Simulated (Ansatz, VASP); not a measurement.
# One calculation of Cu, two programs

```
CELL_PARAMETERS angstrom
2.50921 0.00000 0.00000
0.09010 3.93380 0.00000
0.26970 1.84216 3.58838
ATOMIC_POSITIONS crystal
Cu 0.15002 0.16759 0.66899
Cu 0.84998 0.83241 0.33101
Cu 0.50000 0.50000 0.00000
```

Change from the starting cell: the structure that the rattled cell fell into.

Alike in both runs: task relaxation of cell and atoms; functional PBE; k mesh 6 × 6 × 6; occupations gaussian, width 0.1 eV; no spin polarisation.

|  | VASP | Ansatz |
| --- | --- | --- |
| version | VASP 6.6.1 | Ansatz 0.2.0 |
| potentials or method | VASP PAW PBE potentials, release 64 (Cu), cutoff 600 eV | scalar-relativistic, plane waves, PAW |
| valence electrons in the cell | 33 | 57 |

```csv
,VASP,Ansatz,Ansatz less VASP
"gap on the k mesh at the Fermi level, each at its own relaxed structure (eV)",none,none,-
relaxed volume (Å³/atom),12.02,11.99,-0.025
relaxed cell length with the largest relative difference (Å),3.586,3.555,-0.0311
```

A gap of «none» marks a metal or a gap that the smearing closes. VASP's potentials hold 33 valence electrons a cell and Ansatz's 57, so a difference there can come from the potentials and not from the codes.

The k mesh is coarse, so the values compare programs but aren't converged.
